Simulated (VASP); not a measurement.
# Hf4C in VASP: a series of runs

Hf4C is run at these levels: PBE; tasks: single point, relaxation of cell and atoms.

Everything below comes from runs of VASP 6.6.1. Logs are shortened: lines on timing, memory, paths and dates and some standing lists are left out, and cuts for length are marked.

### 1 The cell of the first run

Symmetry: I-43m, No. 217, cubic system. Conventional cell: a = 5.763 Å, b = 5.763 Å, c = 5.763 Å, α = 90.00°, β = 90.00°, γ = 90.00°. Within 3.3 Å of Hf (site symmetry 3m) lie 2 C at 2.48 to 2.51 Å and 6 Hf at 2.88 Å. Within 3.3 Å of C (site symmetry -43m) lie 8 Hf at 2.48 to 2.51 Å.

The cell was generated, and may not be a known phase.

### 2 Single point, PBE

Contents of INCAR:

```
SYSTEM = Hf4C
PREC     = Accurate       ! precision mode
ENCUT    = 520            ! plane-wave cutoff, eV
EDIFF    = 1E-6           ! SCF threshold, eV
ISMEAR   = 0              ! smearing method
SIGMA    = 0.1            ! smearing width, eV
LREAL    = .False.        ! projectors in reciprocal space
LASPH    = .True.         ! aspherical terms in the spheres
NELM     = 60             ! most SCF steps
ALGO     = Normal         ! electronic algorithm
ISIF     = 2              ! what is computed and relaxed
LWAVE    = .False.        ! write WAVECAR
LCHARG   = .False.        ! write CHGCAR
GGA      = PE             ! functional
NBANDS   = 30             ! bands
```

Contents of KPOINTS:

```
Automatic mesh
0
Gamma
  4 4 4
  0 0 0
```

Contents of POSCAR:

```
Hf4C
1.0
   -2.8815220998      2.8815220998      2.8815220998
    2.8815220998     -2.8815220998      2.8815220998
    2.8815220998      2.8815220998     -2.8815220998
Hf C
4 1
Direct
    0.4965858937      0.4965858937      0.4965858937
    0.5034141063      0.0000000000      0.0000000000
    0.0000000000      0.0000000000      0.5034141063
    0.0000000000      0.5034141063      0.0000000000
    0.0000000000      0.0000000000      0.0000000000
```

Potentials or basis: VASP PAW PBE potentials, release 64 (Hf_pv, C).

Command:

```console
cat potpaw_PBE.64/Hf_pv/POTCAR potpaw_PBE.64/C/POTCAR > POTCAR
mpirun -np 1 vasp_std > vasp.out
```

OUTCAR:

```text
SYSTEM = Hf4C
   PREC = Accurate
   ENCUT = 520
   EDIFF = 1E-6
   ISMEAR = 0
   LREAL = .False.
   LASPH = .True.
   NELM = 60
   ISIF = 2
   GGA = PE

 ion  position               nearest neighbor table
   1  0.497  0.497  0.497-   5 2.48   5 2.51   2 2.88   3 2.88   4 2.88   3 2.88   4 2.88   2 2.88

   2  0.503  0.000  0.000-   5 2.48   5 2.51   4 2.88   4 2.88   1 2.88   3 2.88   3 2.88   1 2.88

   3  0.000  0.000  0.503-   5 2.48   5 2.51   1 2.88   1 2.88   2 2.88   4 2.88   2 2.88   4 2.88

   4  0.000  0.503  0.000-   5 2.48   5 2.51   2 2.88   2 2.88   1 2.88   3 2.88   3 2.88   1 2.88

   5  0.000  0.000  0.000-   1 2.48   2 2.48   3 2.48   4 2.48   4 2.51   3 2.51   2 2.51   1 2.51

  LATTYP: Found a body centered cubic cell.
 ALAT       =     5.7630441996

  Lattice vectors:

 A1 = (  -2.8815220998,   2.8815220998,   2.8815220998)
 A2 = (   2.8815220998,  -2.8815220998,   2.8815220998)
 A3 = (   2.8815220998,   2.8815220998,  -2.8815220998)

Analysis of symmetry for initial positions (statically):
=====================================================================
 Subroutine PRICEL returns:
 Original cell was already a primitive cell.

 Routine SETGRP: Setting up the symmetry group for a
 body centered cubic supercell.

 Subroutine GETGRP returns: Found 24 space group operations
 (whereof 24 operations were pure point group operations)
 out of a pool of 48 trial point group operations.

The static configuration has the point symmetry T_d .

Analysis of symmetry for dynamics (positions and initial velocities):
=====================================================================
 Subroutine PRICEL returns:
 Original cell was already a primitive cell.

 Routine SETGRP: Setting up the symmetry group for a
 body centered cubic supercell.

 Subroutine GETGRP returns: Found 24 space group operations
 (whereof 24 operations were pure point group operations)
 out of a pool of 48 trial point group operations.

The dynamic configuration has the point symmetry T_d .

 Subroutine INISYM returns: Found 24 space group operations
 (whereof 24 operations are pure point group operations),
 and found     1 'primitive' translations

----------------------------------------------------------------------------------------

                                     Primitive cell

  volume of cell :      95.7031

  direct lattice vectors                    reciprocal lattice vectors
[... 78 lines left out ...]
   EDIFFG = 0.1E-04   stopping-criterion for IOM
   NSW    =      0    number of steps for IOM
   IBRION =     -1    ionic relax: 0-MD 1-quasi-New 2-CG
   NFREE  =      0    steps in history (QN), initial steepest desc. (CG)
   ISIF   =      2    stress and relaxation
   ISYM   =      2    0-nonsym 1-usesym 2-fastsym
   POTIM  = 0.5000    time-step for ionic-motion
   TEBEG  =    0.0;   TEEND  =   0.0 temperature during run
   PSTRESS=    0.0 pullay stress
   NELECT =      44.0000    total number of electrons
   NUPDOWN=      -1.0000    fix difference up-down
   EMIN   =  10.00;   EMAX   =-10.00  energy-range for DOS
   EFERMI =   0.00;   METHOD = LEGACY
   ISMEAR =     0;   SIGMA  =   0.10  broadening in eV -4-tet -1-fermi 0-gaus
   EFERMI_NEDOS =   21; number of points for ismear=-14 and -15
   IALGO  =     38    algorithm
   IMIX   =      4    mixing-type and parameters
     AMIX     =   0.40;   BMIX     =  1.00
     AMIX_MAG =   1.60;   BMIX_MAG =  1.00
  volume/ion in A,a.u.               =      19.14       129.17
  Fermi-wavevector in a.u.,A,eV,Ry     =   1.263525  2.387716 21.721632  1.596495
  Thomas-Fermi vector in A             =   2.396877
   LORBIT       =      0    0 simple, 1 ext, 2 COOP (PROOUT), +10 PAW based schemes
   GGA     = PE    functional components
   LHFCALC =     F    Hartree Fock is set to
   AEXX    =    0.0000 exact exchange contribution
   IVDW    =     0    specifies the selected vdW correction
   LEPSILON=     F    determine dielectric tensor
   LRPA    =     F    only Hartree local field effects (RPA)
 non-spin polarized calculation
 Gauss-broadening in eV      SIGMA  =   0.10
  energy-cutoff  :      520.00
  volume of cell :       95.70
 maximum number of plane-waves:      2616
 NGX is ok and might be reduce to    40
   NGX = 19   NGY = 19   NGZ = 19

 number of electron      43.9999999 magnetization

 Free energy of the ion-electron system (eV)
  ---------------------------------------------------
  ext. energy  EPLUGINS =         0.00000000
  ---------------------------------------------------
  free energy    TOTEN  =       -46.65886196 eV

  energy without entropy =      -46.63125257  energy(sigma->0) =      -46.64505726

 E-fermi :   4.5588     XC(G=0): -11.3172

 val. band max:        4.4884721641   @ k =   0.2500   0.2500   0.0000
 cond. band min:       4.6100860642   @ k =   0.5000   0.5000   0.2500
 fundamental gap:      0.1216139002
 Fermi energy:         4.5587793025

 k-point     1 :       0.0000    0.0000    0.0000
  band No.  band energies     occupation
      1     -26.0525      2.00000
      2     -26.0525      2.00000
      3     -26.0525      2.00000
      4     -26.0074      2.00000
      5     -26.0074      2.00000
      6     -26.0074      2.00000
[... 253 lines left out ...]
     29       7.8524      0.00000
     30       7.8524      0.00000

------------------------ aborting loop because EDIFF is reached ----------------------------------------

  FORCE on cell =-STRESS in cart. coord.  units (eV):
  Direction    XX          YY          ZZ          XY          YZ          ZX
  --------------------------------------------------------------------------------------
  -------------------------------------------------------------------------------------
  Total       -0.3924370     -0.3924370     -0.3924370      0.0000000      0.0000000     -0.0000000
  in kB       -6.5698382     -6.5698382     -6.5698382      0.0000000      0.0000000     -0.0000000
  external PRESSURE =      -6.5698382 kB  Pullay stress =       0.0000000 kB

 VOLUME and BASIS-vectors are now :
 -----------------------------------------------------------------------------
  energy-cutoff  :      520.00
  volume of cell :       95.70
      direct lattice vectors                 reciprocal lattice vectors
    -2.881522100  2.881522100  2.881522100     0.000000000  0.173519405  0.173519405
     2.881522100 -2.881522100  2.881522100     0.173519405  0.000000000  0.173519405
     2.881522100  2.881522100 -2.881522100     0.173519405  0.173519405  0.000000000

 POSITION                                       TOTAL-FORCE (eV/Angst)
 -----------------------------------------------------------------------------------
      1.43092      1.43092      1.43092         0.010818      0.010818      0.010818
     -1.45060      1.45060      1.45060         0.010818     -0.010818     -0.010818
      1.45060      1.45060     -1.45060        -0.010818     -0.010818      0.010818
      1.45060     -1.45060      1.45060        -0.010818      0.010818     -0.010818
      0.00000      0.00000      0.00000        -0.000000      0.000000      0.000000
 -----------------------------------------------------------------------------------
    total drift:                               -0.000000     -0.000000     -0.000000

  FREE ENERGIE OF THE ION-ELECTRON SYSTEM (eV)
  ---------------------------------------------------
  free  energy   TOTEN  =       -46.6588619559 eV

  energy  without entropy=      -46.6312525695  energy(sigma->0) =      -46.64505726
```

OSZICAR:

```text
N       E                     dE             d eps       ncg     rms          rms(c)
DAV:   1     0.174485453863E+03    0.17449E+03   -0.24378E+04   480   0.141E+03
DAV:   2    -0.384727022667E+02   -0.21296E+03   -0.20457E+03   566   0.340E+02
DAV:   3    -0.502018532264E+02   -0.11729E+02   -0.11387E+02   648   0.495E+01
DAV:   4    -0.504465059723E+02   -0.24465E+00   -0.24353E+00   618   0.742E+00
DAV:   5    -0.504499608467E+02   -0.34549E-02   -0.34540E-02   636   0.858E-01    0.710E+01
DAV:   6    -0.468537224248E+02    0.35962E+01   -0.20048E+01   594   0.145E+01    0.494E+01
DAV:   7    -0.466710315850E+02    0.18269E+00   -0.22238E+00   552   0.645E+00    0.182E+01
DAV:   8    -0.466755319302E+02   -0.45003E-02   -0.24653E-01   582   0.221E+00    0.173E+00
DAV:   9    -0.466620932174E+02    0.13439E-01   -0.13117E-01   604   0.119E+00    0.188E+00
DAV:  10    -0.466593296321E+02    0.27636E-02   -0.42393E-02   602   0.727E-01    0.985E-01
DAV:  11    -0.466588482691E+02    0.48136E-03   -0.33188E-03   590   0.252E-01    0.903E-02
DAV:  12    -0.466589027282E+02   -0.54459E-04   -0.73942E-04   568   0.942E-02    0.209E-01
DAV:  13    -0.466588595789E+02    0.43149E-04   -0.21235E-04   622   0.463E-02    0.253E-02
DAV:  14    -0.466588619291E+02   -0.23502E-05   -0.16419E-05   494   0.161E-02    0.534E-03
DAV:  15    -0.466588619559E+02   -0.26776E-07   -0.11235E-06   386   0.405E-03
   1 F= -.46658862E+02 E0= -.46645057E+02  d E =-.276094E-01
```

Wall time 37 s (1 thread of Intel Xeon 8259CL, shared host); peak memory 0.24 GiB.

Results:

* Free energy: -46.6589 eV
* Pressure: -0.7 GPa
* Largest force: 0.019 eV/Å
* Band gap on the k mesh: zero (bands 22 and 23 overlap by 1.71 eV)

Forces in eV/Å, atoms in the order of the input:
```
Hf   0.011  0.011  0.011
Hf   0.011 -0.011 -0.011
Hf  -0.011 -0.011  0.011
Hf  -0.011  0.011 -0.011
C    0.000  0.000  0.000
```

Levels at points of the mesh, in eV from the Fermi level:
```csv
k point,band 19,band 20,band 21,band 22,band 23,band 24,band 25,band 26
"(0.00, 0.00, 0.00)",-1.25,-1.25,-1.25,-0.59,-0.59,-0.59,3.70,3.70
"(0.50, 0.00, 0.00)",-0.75,-0.31,-0.25,0.28,0.42,1.03,1.99,2.40
"(0.50, 0.50, 0.50)",-1.94,-0.43,-0.43,-0.43,0.09,0.09,1.94,1.94
```

Caveat: the k points lie up to 0.39 Å⁻¹ apart, too coarse for converged energies and pressures of a metal; spin-orbit coupling is left out, which moves the levels of the heavy elements.

### 3 Single point, PBE

This run uses another cell than the first one, of 19.19 Å³/atom.

Contents of INCAR:

```
SYSTEM = Hf4C
  PREC = Accurate
  ENCUT = 520
  EDIFF = 1E-6
  ISMEAR = 0
  SIGMA = 0.1
  LREAL = .False.
  LASPH = .True.
  NELM = 100
  ALGO = Normal
  ISIF = 2
  LWAVE = .False.
  LCHARG = .False.
  GGA = PE
  NBANDS = 30
```

Contents of KPOINTS:

```
regular mesh
0
Gamma
  10 10 10
  0 0 0
```

Contents of POSCAR:

```
Hf4C
1.0
   -2.8839017059      2.8839017059      2.8839017059
    2.8839017059     -2.8839017059      2.8839017059
    2.8839017059      2.8839017059     -2.8839017059
Hf C
4 1
Direct
    0.5000000000      0.5000000000      0.5000000000
    0.5000000000      0.0000000000      0.0000000000
    0.0000000000      0.0000000000      0.5000000000
    0.0000000000      0.5000000000      0.0000000000
    0.0000000000      0.0000000000      0.0000000000
```

Potentials or basis: VASP PAW PBE potentials, release 64 (Hf_pv, C).

Command:

```console
cat potpaw_PBE.64/Hf_pv/POTCAR potpaw_PBE.64/C/POTCAR > POTCAR
mpirun -np 1 vasp_std > vasp.out
```

Wall time 3.8 min (1 thread of Intel Xeon 8259CL, shared host); peak memory 0.3 GiB.

It converged, with:

```yaml
Free_energy: -46.6294 eV
Pressure: -0.6 GPa
Band_gap_on_the_k_mesh: zero (bands 22 and 23 overlap by 1.41 eV)
```

Levels at points of the mesh, in eV from the Fermi level:
| k point | band 20 | band 21 | band 22 | band 23 | band 24 | band 25 |
| --- | --- | --- | --- | --- | --- | --- |
| (0.00, 0.00, 0.00) | -1.37 | -1.37 | -0.72 | -0.72 | -0.72 | 3.57 |
| (0.50, 0.00, 0.00) | -0.43 | -0.37 | 0.16 | 0.30 | 0.90 | 1.87 |
| (0.50, 0.50, 0.50) | -0.56 | -0.56 | -0.56 | -0.03 | -0.03 | 1.81 |

Caveat: spin-orbit coupling is left out, which moves the levels of the heavy elements.

### 4 Relaxation of cell and atoms, PBE

Contents of INCAR:

```
SYSTEM = Hf4C
PREC = Accurate
ENCUT = 600
EDIFF = 1E-6
ISMEAR = 0
SIGMA = 0.1
LREAL = .FALSE.
LASPH = .TRUE.
NELM = 80
ALGO = Normal
ISIF = 3
LWAVE = .FALSE.
LCHARG = .FALSE.
GGA = PE
IBRION = 2
NSW = 100
EDIFFG = -0.01
```

Contents of KPOINTS:

```
Automatic mesh
0
G
  10 10 10
  0 0 0
```

POSCAR, as its differences from that of step 3:

```diff
@@ -2,5 +2,5 @@
 1.0
-   -2.8839017059      2.8839017059      2.8839017059
-    2.8839017059     -2.8839017059      2.8839017059
-    2.8839017059      2.8839017059     -2.8839017059
+   -2.8815220998      2.8815220998      2.8815220998
+    2.8815220998     -2.8815220998      2.8815220998
+    2.8815220998      2.8815220998     -2.8815220998
 Hf C
```

Command:

```console
cat potpaw_PBE.64/Hf_pv/POTCAR potpaw_PBE.64/C/POTCAR > POTCAR
mpirun -np 1 vasp_std > vasp.out
```

It took 6.5 min on 1 thread of Intel Xeon 8259CL, shared host; peak memory 0.33 GiB.

Results (log left out):

- Free energy: -46.6314 eV
- Relaxed volume: 19.09 Å³/atom
- Relaxed cell: a = 4.986 Å, b = 4.986 Å, c = 4.986 Å, α = 109.47°, β = 109.47°, γ = 109.47°
- Space group after relaxing (to 0.1 Å): Im-3m (No. 229)
- Energy gained by relaxing: 0.1 meV/atom
- Ionic steps: 3
- Pressure after relaxing: 0.0 GPa
- Band gap on the k mesh: zero (bands 22 and 23 overlap by 1.41 eV)

The path:
| step | energy change (eV) | largest force (eV/Å) | pressure (GPa) | volume (Å³) |
| --- | --- | --- | --- | --- |
| 1 | 0.0000 | 0.0000 | -0.33 | 95.70 |
| 2 | 0.0000 | 0.0000 | 0.34 | 95.16 |
| 3 | -0.0003 | 0.0000 | 0.01 | 95.43 |

Final structure:
```
Hf C
1.0
    -2.87883    2.87883    2.87883
     2.87883   -2.87883    2.87883
     2.87883    2.87883   -2.87883
Hf C
4 1
Direct
  0.50000 0.50000 0.50000
  0.50000 0.00000 0.00000
  0.00000 0.00000 0.50000
  0.00000 0.50000 0.00000
  0.00000 0.00000 0.00000
```

Levels at points of the mesh, in eV from the Fermi level:
```tsv
k point	band 20	band 21	band 22	band 23	band 24	band 25
(0.00, 0.00, 0.00)	-1.37	-1.37	-0.72	-0.72	-0.72	3.58
(0.50, 0.00, 0.00)	-0.43	-0.38	0.17	0.29	0.90	1.87
(0.50, 0.50, 0.50)	-0.57	-0.57	-0.57	-0.02	-0.02	1.82
```

Caveat: spin-orbit coupling is left out, which moves the levels of the heavy elements.

### 5 Summary

| task | cell | k mesh | cutoff (eV) | gap on the mesh (eV) | pressure (GPa) |
| --- | --- | --- | --- | --- | --- |
| single point | a = 4.991 Å, angles 109.5°, 5 atoms, atomic positions A | 4 × 4 × 4 | 520 | none | -0.7 |
| single point | a = 4.995 Å, angles 109.5°, 5 atoms, atomic positions B | 10 × 10 × 10 | 520 | none | -0.6 |
| relaxation of cell and atoms | relaxed from a = 4.991 Å, angles 109.5°, 5 atoms, atomic positions B | 10 × 10 × 10 | 600 | none | 0.0 |

Alike in all rows: level PBE; potentials or basis VASP PAW PBE potentials, release 64 (Hf_pv, C); no spin polarisation; smearing gaussian 0.1 eV.

Caveats: some runs use coarse meshes; spin-orbit coupling is left out, which moves the levels of the heavy elements.

Total energies depend on the potentials used, so only differences within one code and one set of settings carry meaning.

The gap in the log of VASP goes by the Fermi energy; the results here count the filled bands.